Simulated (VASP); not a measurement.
# GaP (F-43m) in VASP: single point with PBEsol

Aim: the single point of GaP with PBEsol.

Program: VASP 6.6.1. These are calculated values, not measurements. Logs are shortened: lines on timing, memory, paths and dates and some standing lists are left out, and cuts for length are marked.

**What was measured.**

From “Stacking defects in GaP nanowires: Electronic structure and optical properties”, 2018, arxiv:1810.01194, for a bulk crystal of GaP at 10 K: band gap 2.34 eV (indirect).

The results are compared with them further down.

**1. The cell of the first run**

It takes space group F-43m (No. 216, cubic). Conventional cell: a = 5.451 Å, b = 5.451 Å, c = 5.451 Å, α = 90.00°, β = 90.00°, γ = 90.00°. Within 3.1 Å of Ga (site symmetry -43m) lie 4 P at 2.36 Å. Within 3.1 Å of P (site symmetry -43m) lie 4 Ga at 2.36 Å.

**2. Single point, PBEsol**

File INCAR:

```
ALGO = Normal ; EDIFF = 1E-6
ENCUT = 520 ; GGA = PS
ISIF = 2 ; ISMEAR = 0
LASPH = T ; LCHARG = F
LREAL = F ; LWAVE = F
NBANDS = 16 ; NELM = 80
PREC = Accurate ; SIGMA = 0.01
```

File KPOINTS:

```
k-points
0
Gamma
  8 8 8
```

File POSCAR:

```
GaP
1.0
    0.0000000000      2.7252500000      2.7252500000
    2.7252500000      0.0000000000      2.7252500000
    2.7252500000      2.7252500000      0.0000000000
Ga P
1 1
Direct
    0.0000000000      0.0000000000      0.0000000000
    0.2500000000      0.2500000000      0.2500000000
```

Potentials or basis: VASP PAW PBE potentials, release 64 (Ga_d, P).

Started as:

```sh
> cat potpaw_PBE.64/Ga_d/POTCAR potpaw_PBE.64/P/POTCAR > POTCAR
> mpirun -np 1 vasp_std > vasp.out
```

OUTCAR:

```text
EDIFF = 1E-6
   ENCUT = 520
   GGA = PS
   ISIF = 2
   ISMEAR = 0
   LASPH = T
   LREAL = F
   NELM = 80
   PREC = Accurate

 ion  position               nearest neighbor table
   1  0.000  0.000  0.000-   2 2.36   2 2.36   2 2.36   2 2.36
   2  0.250  0.250  0.250-   1 2.36   1 2.36   1 2.36   1 2.36

  LATTYP: Found a face centered cubic cell.
 ALAT       =     5.4505000000

  Lattice vectors:

 A1 = (   0.0000000000,   2.7252500000,   2.7252500000)
 A2 = (   2.7252500000,   0.0000000000,   2.7252500000)
 A3 = (   2.7252500000,   2.7252500000,   0.0000000000)

Analysis of symmetry for initial positions (statically):
=====================================================================
 Subroutine PRICEL returns:
 Original cell was already a primitive cell.

 Routine SETGRP: Setting up the symmetry group for a
 face centered cubic supercell.

 Subroutine GETGRP returns: Found 24 space group operations
 (whereof 24 operations were pure point group operations)
 out of a pool of 48 trial point group operations.

The static configuration has the point symmetry T_d .

Analysis of symmetry for dynamics (positions and initial velocities):
=====================================================================
 Subroutine PRICEL returns:
 Original cell was already a primitive cell.

 Routine SETGRP: Setting up the symmetry group for a
 face centered cubic supercell.

 Subroutine GETGRP returns: Found 24 space group operations
 (whereof 24 operations were pure point group operations)
 out of a pool of 48 trial point group operations.

The dynamic configuration has the point symmetry T_d .

 Subroutine INISYM returns: Found 24 space group operations
 (whereof 24 operations are pure point group operations),
 and found     1 'primitive' translations

----------------------------------------------------------------------------------------

                                     Primitive cell

  volume of cell :      40.4808

  direct lattice vectors                    reciprocal lattice vectors
     0.000000000  2.725250000  2.725250000    -0.183469406  0.183469406  0.183469406
     2.725250000  0.000000000  2.725250000     0.183469406 -0.183469406  0.183469406
     2.725250000  2.725250000  0.000000000     0.183469406  0.183469406 -0.183469406

  length of vectors
     3.854085511  3.854085511  3.854085511     0.317778334  0.317778334  0.317778334

  position of ions in fractional coordinates (direct lattice)
     0.000000000  0.000000000  0.000000000
     0.250000000  0.250000000  0.250000000

[... 77 lines left out ...]
   LREAL  =      F    real-space projection
   EDIFFG = 0.1E-04   stopping-criterion for IOM
   NSW    =      0    number of steps for IOM
   IBRION =     -1    ionic relax: 0-MD 1-quasi-New 2-CG
   NFREE  =      0    steps in history (QN), initial steepest desc. (CG)
   ISIF   =      2    stress and relaxation
   ISYM   =      2    0-nonsym 1-usesym 2-fastsym
   POTIM  = 0.5000    time-step for ionic-motion
   TEBEG  =    0.0;   TEEND  =   0.0 temperature during run
   PSTRESS=    0.0 pullay stress
   NELECT =      18.0000    total number of electrons
   NUPDOWN=      -1.0000    fix difference up-down
   EMIN   =  10.00;   EMAX   =-10.00  energy-range for DOS
   EFERMI =   0.00;   METHOD = LEGACY
   ISMEAR =     0;   SIGMA  =   0.01  broadening in eV -4-tet -1-fermi 0-gaus
   EFERMI_NEDOS =   21; number of points for ismear=-14 and -15
   IALGO  =     38    algorithm
   IMIX   =      4    mixing-type and parameters
     AMIX     =   0.40;   BMIX     =  1.00
     AMIX_MAG =   1.60;   BMIX_MAG =  1.00
  volume/ion in A,a.u.               =      20.24       136.59
  Fermi-wavevector in a.u.,A,eV,Ry     =   1.249538  2.361284 21.243377  1.561344
  Thomas-Fermi vector in A             =   2.383574
   LORBIT       =      0    0 simple, 1 ext, 2 COOP (PROOUT), +10 PAW based schemes
   GGA     = PS    functional components
   LHFCALC =     F    Hartree Fock is set to
   AEXX    =    0.0000 exact exchange contribution
   IVDW    =     0    specifies the selected vdW correction
   LEPSILON=     F    determine dielectric tensor
   LRPA    =     F    only Hartree local field effects (RPA)
 non-spin polarized calculation
 Gauss-broadening in eV      SIGMA  =   0.01
  energy-cutoff  :      520.00
  volume of cell :       40.48
 maximum number of plane-waves:      1106
 NGX is ok and might be reduce to    30
   NGX = 15   NGY = 15   NGZ = 15

 number of electron      17.9999989 magnetization

 Free energy of the ion-electron system (eV)
  ---------------------------------------------------
  ext. energy  EPLUGINS =         0.00000000
  ---------------------------------------------------
  free energy    TOTEN  =        -9.92055875 eV

  energy without entropy =       -9.92055875  energy(sigma->0) =       -9.92055875

 E-fermi :   4.6888     XC(G=0): -10.0213

 val. band max:        4.5684737323   @ k =   0.0000   0.0000   0.0000
 cond. band min:       6.0852412934   @ k =   0.5000   0.5000   0.0000
 fundamental gap:      1.5167675611
 Fermi energy:         4.6887682685

 k-point     1 :       0.0000    0.0000    0.0000
  band No.  band energies     occupation
      1      -9.9722      2.00000
      2      -9.9722      2.00000
      3      -9.9722      2.00000
      4      -9.8715      2.00000
      5      -9.8715      2.00000
      6      -7.9555      2.00000
[... 433 lines left out ...]
      3      -9.9288      2.00000
      4      -9.8769      2.00000
      5      -9.8642      2.00000
      6      -5.4546      2.00000
[... 8 lines left out ...]
     15      16.4683      0.00000
     16      17.0068      0.00000

 [... further k-points ...]

------------------------ aborting loop because EDIFF is reached ----------------------------------------

  FORCE on cell =-STRESS in cart. coord.  units (eV):
  Direction    XX          YY          ZZ          XY          YZ          ZX
  --------------------------------------------------------------------------------------
  -------------------------------------------------------------------------------------
  Total       -0.1627378     -0.1627378     -0.1627378      0.0000000      0.0000000     -0.0000000
  in kB       -6.4409528     -6.4409528     -6.4409528      0.0000000      0.0000000     -0.0000000
  external PRESSURE =      -6.4409528 kB  Pullay stress =       0.0000000 kB

 VOLUME and BASIS-vectors are now :
 -----------------------------------------------------------------------------
  energy-cutoff  :      520.00
  volume of cell :       40.48
      direct lattice vectors                 reciprocal lattice vectors
     0.000000000  2.725250000  2.725250000    -0.183469406  0.183469406  0.183469406
     2.725250000  0.000000000  2.725250000     0.183469406 -0.183469406  0.183469406
     2.725250000  2.725250000  0.000000000     0.183469406  0.183469406 -0.183469406

 POSITION                                       TOTAL-FORCE (eV/Angst)
 -----------------------------------------------------------------------------------
      0.00000      0.00000      0.00000         0.000000      0.000000      0.000000
      1.36262      1.36262      1.36262        -0.000000     -0.000000     -0.000000
 -----------------------------------------------------------------------------------
    total drift:                                0.000000      0.000000      0.000000

  FREE ENERGIE OF THE ION-ELECTRON SYSTEM (eV)
  ---------------------------------------------------
  free  energy   TOTEN  =        -9.9205587466 eV

  energy  without entropy=       -9.9205587466  energy(sigma->0) =       -9.92055875
```

stdout:

```text
POSCAR found type information on POSCAR GaP
 POSCAR found :  2 types and       2 ions
 scaLAPACK will be used
 -----------------------------------------------------------------------------
|                                                                             |
|                                                                             |
|     You enforced a specific xc type in the INCAR file but a different       |
|     I HOPE YOU KNOW WHAT YOU ARE DOING!                                     |
|                                                                             |
 -----------------------------------------------------------------------------

 LDA part: xc-table for (Slater+PW92), standard interpolation
 POSCAR, INCAR and KPOINTS ok, starting setup
 FFT: planning ... GRIDC
 FFT: planning ... GRID_SOFT
 FFT: planning ... GRID
 WAVECAR not read
 entering main loop
```

Run time: 9.1 s. Hardware: 1 thread of Intel Xeon 6975P-C (Granite Rapids), shared host; peak memory 0.17 GiB.

Results:

* Free energy: -9.9206 eV
* Pressure: -0.6 GPa
* Band gap on the k mesh: 1.52 eV, indirect (least direct gap 1.75 eV)

Caveat: the PAW data sets were made with another functional, which shifts forces and pressure a little.

**3. Against experiment**

Step 2. Measured gap of GaP: 2.34 eV (indirect; 10 K; quoted in “Stacking defects in GaP nanowires: Electronic structure and optical properties”, 2018, arxiv:1810.01194). This calculation gives 1.52 eV (-0.82 eV). Spin-orbit coupling on Ga is left out. The value is that of PBEsol on a finite k mesh, which can miss the band edges, without temperature or zero-point motion. Semilocal functionals fall short of measured gaps as a rule.
